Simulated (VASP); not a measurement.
# Al (Immm) in VASP: notebook, part 2 of 2

VASP 6.6.1. The steps go on from the part before.

### 4 Single point, r2SCAN (strain +0.0125 x Voigt [0, 0, 0, 0, 0, 1])

POSCAR

```
Al
1.0
    0.0126498750      2.0239800000      2.0239800000
    2.0239800000      0.0126498750      2.0239800000
    2.0366298750      2.0366298750      0.0000000000
Al
1
Direct
    0.0000000000      0.0000000000      0.0000000000
```

INCAR.step1

```
PREC     = Accurate       # precision mode
ENCUT    = 520            # plane-wave cutoff, eV
ISMEAR   = 0              # smearing method
SIGMA    = 0.15           # smearing width, eV
LREAL    = False          # projectors in reciprocal space
LASPH    = True           # aspherical terms in the spheres
NELM     = 80             # most SCF steps
NBANDS   = 8              # bands
GGA      = PE             # functional
ALGO     = Normal         # electronic algorithm
EDIFF    = 1E-4           # SCF threshold, eV
LWAVE    = True           # write WAVECAR
LCHARG   = False          # write CHGCAR
```

INCAR.step2

```
PREC     = Accurate       # precision mode
ENCUT    = 520            # plane-wave cutoff, eV
EDIFF    = 1E-7           # SCF threshold, eV
ISMEAR   = 0              # smearing method
SIGMA    = 0.15           # smearing width, eV
LREAL    = False          # projectors in reciprocal space
LASPH    = True           # aspherical terms in the spheres
NELM     = 80             # most SCF steps
ALGO     = Normal         # electronic algorithm
ISIF     = 2              # what is computed and relaxed
LWAVE    = False          # write WAVECAR
LCHARG   = False          # write CHGCAR
METAGGA  = R2SCAN         # meta-GGA
LMIXTAU  = True         
NBANDS   = 8              # bands
ISTART   = 1
```

KPOINTS

```
regular mesh
0
Gamma
  20 20 20
```

Potentials or basis: VASP PAW PBE potentials, release 64 (Al).

Run with:

```sh
cat potpaw_PBE.64/Al/POTCAR > POTCAR
cp INCAR.step1 INCAR
mpirun -np 1 vasp_std > vasp.out
cp INCAR.step2 INCAR
mpirun -np 1 vasp_std > vasp.out
```

OUTCAR:

```text
PREC = Accurate
   ENCUT = 520
   EDIFF = 1E-7
   ISMEAR = 0
   LREAL = False
   LASPH = True
   NELM = 80
   ISIF = 2
   METAGGA = R2SCAN
   ISTART = 1

 ion  position               nearest neighbor table
   1  0.000  0.000  0.000-

  LATTYP: Found a body centered orthorhombic cell.
 ALAT       =     2.8444503412
 B/A-ratio  =     1.0125786164
 C/A-ratio  =     1.4231079873

  Lattice vectors:

 A1 = (   2.0239800000,   0.0126498750,  -2.0239800000)
 A2 = (  -2.0239800000,  -0.0126498750,  -2.0239800000)
 A3 = (   0.0126498750,   2.0239800000,   2.0239800000)

Analysis of symmetry for initial positions (statically):
=====================================================================
 Subroutine PRICEL returns:
 Original cell was already a primitive cell.

 Routine SETGRP: Setting up the symmetry group for a
 body centered orthorhombic supercell.

 Subroutine GETGRP returns: Found  8 space group operations
 (whereof  8 operations were pure point group operations)
 out of a pool of  8 trial point group operations.

The static configuration has the point symmetry D_2h.

Analysis of symmetry for dynamics (positions and initial velocities):
=====================================================================
 Subroutine PRICEL returns:
 Original cell was already a primitive cell.

 Routine SETGRP: Setting up the symmetry group for a
 body centered orthorhombic supercell.

 Subroutine GETGRP returns: Found  8 space group operations
 (whereof  8 operations were pure point group operations)
 out of a pool of  8 trial point group operations.

The dynamic configuration has the point symmetry D_2h.

 Subroutine INISYM returns: Found  8 space group operations
 (whereof  8 operations are pure point group operations),
 and found     1 'primitive' translations

----------------------------------------------------------------------------------------

                                     Primitive cell

  volume of cell :      16.5818

  direct lattice vectors                    reciprocal lattice vectors
     0.012649875  2.023980000  2.023980000    -0.248591712  0.248591712  0.247038014
     2.023980000  0.012649875  2.023980000     0.248591712 -0.248591712  0.247038014
     2.036629875  2.036629875  0.000000000     0.245503617  0.245503617 -0.247038014

  length of vectors
     2.862367918  2.862367918  2.880229591     0.429678321  0.429678321  0.426112464

  position of ions in fractional coordinates (direct lattice)
     0.000000000  0.000000000  0.000000000

  ion indices of the primitive-cell ions
   primitive index   ion index
                 1           1

----------------------------------------------------------------------------------------

 KPOINTS: regular mesh

Automatic generation of k-mesh.
 Grid dimensions read from file:
 generate k-points for:   20   20   20

 Generating k-lattice:

  Cartesian coordinates                     Fractional coordinates (reciprocal lattice)
    -0.012429586  0.012429586  0.012351901     0.050000000 -0.000000000  0.000000000
     0.012429586 -0.012429586  0.012351901    -0.000000000  0.050000000  0.000000000
     0.012275181  0.012275181 -0.012351901     0.000000000  0.000000000  0.050000000

  Length of vectors
     0.021483916  0.021483916  0.021305623

  Shift w.r.t. Gamma in fractional coordinates (k-lattice)
     0.000000000  0.000000000  0.000000000

 Subroutine IBZKPT returns following result:
 ===========================================

 Found   1166 irreducible k-points:

 Following reciprocal coordinates:
            Coordinates               Weight
  0.000000  0.000000  0.000000      1.000000
  0.050000 -0.000000  0.000000      4.000000
  0.100000  0.000000  0.000000      4.000000
  0.150000 -0.000000  0.000000      4.000000
  0.200000  0.000000  0.000000      4.000000
  0.250000 -0.000000  0.000000      4.000000
[... 16 lines left out ...]
 -0.400000  0.050000  0.000000      4.000000
 -0.350000  0.050000  0.000000      4.000000
 [... further k-points ...]
   k-points           NKPTS =   1166   k-points in BZ     NKDIM =   1166   number of bands    NBANDS=      8
   number of dos      NEDOS =    301   number of ions     NIONS =      1
   total plane-waves  NPLWV =  13824
   dimension x,y,z NGX =    24 NGY =   24 NGZ =   24
   dimension x,y,z NGXF=    48 NGYF=   48 NGZF=   48
   ions per type =               1
   NGX,Y,Z   is equivalent  to a cutoff of  13.94, 13.94, 13.85 a.u.
   NGXF,Y,Z  is equivalent  to a cutoff of  27.88, 27.88, 27.71 a.u.
 SYSTEM =  unknown system
   PREC   = accura    normal or accurate (medium, high low for compatibility)
   ISTART =      1    job   : 0-new  1-cont  2-samecut
   ICHARG =      0    charge: 1-file 2-atom 10-const
   ISPIN  =      1    spin polarized calculation?
   LNONCOLLINEAR =      F non collinear calculations
   LSORBIT =      F    spin-orbit coupling
   LASPH  =      T    aspherical Exc in radial PAW
   ENCUT  =  520.0 eV  38.22 Ry    6.18 a.u.   5.32  5.32  5.36*2*pi/ulx,y,z
   NELM   =     80;   NELMIN=  2; NELMDL=  0     # of ELM steps
   EDIFF  = 0.1E-06   stopping-criterion for ELM
   LREAL  =      F    real-space projection
   EDIFFG = 0.1E-05   stopping-criterion for IOM
   NSW    =      0    number of steps for IOM
   IBRION =     -1    ionic relax: 0-MD 1-quasi-New 2-CG
   NFREE  =      0    steps in history (QN), initial steepest desc. (CG)
   ISIF   =      2    stress and relaxation
   ISYM   =      2    0-nonsym 1-usesym 2-fastsym
   POTIM  = 0.5000    time-step for ionic-motion
   TEBEG  =    0.0;   TEEND  =   0.0 temperature during run
   PSTRESS=    0.0 pullay stress
   NELECT =       3.0000    total number of electrons
   NUPDOWN=      -1.0000    fix difference up-down
   EMIN   =  10.00;   EMAX   =-10.00  energy-range for DOS
   EFERMI =   0.00;   METHOD = LEGACY
   ISMEAR =     0;   SIGMA  =   0.15  broadening in eV -4-tet -1-fermi 0-gaus
   EFERMI_NEDOS =   21; number of points for ismear=-14 and -15
   IALGO  =     38    algorithm
   IMIX   =      4    mixing-type and parameters
     AMIX     =   0.40;   BMIX     =  1.00
     AMIX_MAG =   1.60;   BMIX_MAG =  1.00
  volume/ion in A,a.u.               =      16.58       111.90
  Fermi-wavevector in a.u.,A,eV,Ry     =   0.925916  1.749727 11.664540  0.857320
  Thomas-Fermi vector in A             =   2.051821
   LORBIT       =      0    0 simple, 1 ext, 2 COOP (PROOUT), +10 PAW based schemes
   METAGGA = R2SCAN    functional components
   LHFCALC =     F    Hartree Fock is set to
   AEXX    =    0.0000 exact exchange contribution
   IVDW    =     0    specifies the selected vdW correction
   LEPSILON=     F    determine dielectric tensor
   LRPA    =     F    only Hartree local field effects (RPA)
 non-spin polarized calculation
 Gauss-broadening in eV      SIGMA  =   0.15
  energy-cutoff  :      520.00
  volume of cell :       16.58
 maximum number of plane-waves:       463
 NGX is ok and might be reduce to    24
   NGX = 11   NGY = 11   NGZ = 11

 number of electron       3.0000000 magnetization

 Free energy of the ion-electron system (eV)
  ---------------------------------------------------
  ext. energy  EPLUGINS =         0.00000000
  ---------------------------------------------------
  free energy    TOTEN  =        -6.73103185 eV

  energy without entropy =       -6.72660695  energy(sigma->0) =       -6.72881940

 E-fermi :   8.0097     XC(G=0): -10.8890

 val. band max:        8.0071982902   @ k =   0.3500  -0.0000   0.0000
 cond. band min:       8.0101518118   @ k =  -0.2000   0.5000   0.4000
 fundamental gap:      0.0029535216
 Fermi energy:         8.0096513362

 k-point     1 :       0.0000    0.0000    0.0000
  band No.  band energies     occupation
      1      -3.8388      2.00000
      2      21.0534      0.00000
      3      21.2561      0.00000
      4      21.4708      0.00000
      5      22.8896      0.00000
      6      23.0922      0.00000
      7      23.3483      0.00000
      8      25.3194      0.00000
[... 243 lines left out ...]
 k-point    24 :      -0.3500    0.0500    0.0000
  band No.  band energies     occupation
      1       0.0857      2.00000
      2       7.4779      2.00000
      3      17.9390      0.00000
      4      20.3816      0.00000
      5      20.4980      0.00000
      6      21.9864      0.00000
      7      23.7155      0.00000
      8      26.5548      0.00000

 [... further k-points ...]
[... 5 lines left out ...]
  --------------------------------------------------------------------------------------
  -------------------------------------------------------------------------------------
  Total       -0.3855784     -0.3855784     -0.3996423     -0.0535099      0.0000000      0.0000000
  in kB      -37.2555999    -37.2555999    -38.6144936     -5.1702652      0.0000000      0.0000000
  external PRESSURE =     -37.7085644 kB  Pullay stress =       0.0000000 kB

 VOLUME and BASIS-vectors are now :
 -----------------------------------------------------------------------------
  energy-cutoff  :      520.00
  volume of cell :       16.58
      direct lattice vectors                 reciprocal lattice vectors
     0.012649875  2.023980000  2.023980000    -0.248591712  0.248591712  0.247038014
     2.023980000  0.012649875  2.023980000     0.248591712 -0.248591712  0.247038014
     2.036629875  2.036629875  0.000000000     0.245503617  0.245503617 -0.247038014

 POSITION                                       TOTAL-FORCE (eV/Angst)
 -----------------------------------------------------------------------------------
      0.00000      0.00000      0.00000        -0.000000      0.000000      0.000000
 -----------------------------------------------------------------------------------
    total drift:                                0.000000     -0.000000     -0.000000

  FREE ENERGIE OF THE ION-ELECTRON SYSTEM (eV)
  ---------------------------------------------------
  free  energy   TOTEN  =        -6.7310318471 eV

  energy  without entropy=       -6.7266069530  energy(sigma->0) =       -6.72881940
```

Wall time 21 min (1 thread of AMD EPYC, shared host); peak memory 0.22 GiB.

Results:

```
Free energy            : -6.7310 eV
Pressure               : -3.8 GPa
Band gap on the k mesh : zero (an odd number of electrons rules out a gap without spin polarisation)
```

Stress tensor (GPa, compression positive):
```
-3.73 -0.52  0.00
-0.52 -3.73  0.00
 0.00  0.00 -3.86
```

Caveat: the cell differs from its parent crystal (strain +0.0125 x Voigt [0, 0, 0, 0, 0, 1]); the cell stands under tension; the PAW data sets were made with another functional, which shifts forces and pressure a little.

### 5 The runs side by side

```csv
cell,gap on the mesh (eV),pressure (GPa)
"a = 2.863, b = 2.863, c = 2.952 Å, angles 59.0, 59.0, 57.9°, 1 atom",none,-3.3
"a = 2.863, b = 2.863, c = 2.916 Å, angles 59.4, 59.4, 58.8°, 1 atom",none,-3.6
"a = 2.862, b = 2.862, c = 2.880 Å, angles 59.8, 59.8, 59.6°, 1 atom",none,-3.8
```

Alike in all rows: task single point; level r2SCAN; potentials or basis VASP PAW PBE potentials, release 64 (Al); no spin polarisation; k mesh 20 × 20 × 20; cutoff (eV) 520; smearing gaussian 0.15 eV.

Caveats: the cell stands under tension; the PAW data sets were made with another functional, which shifts forces and pressure a little.

Total energies depend on the potentials used, so only differences within one code and one set of settings carry meaning.
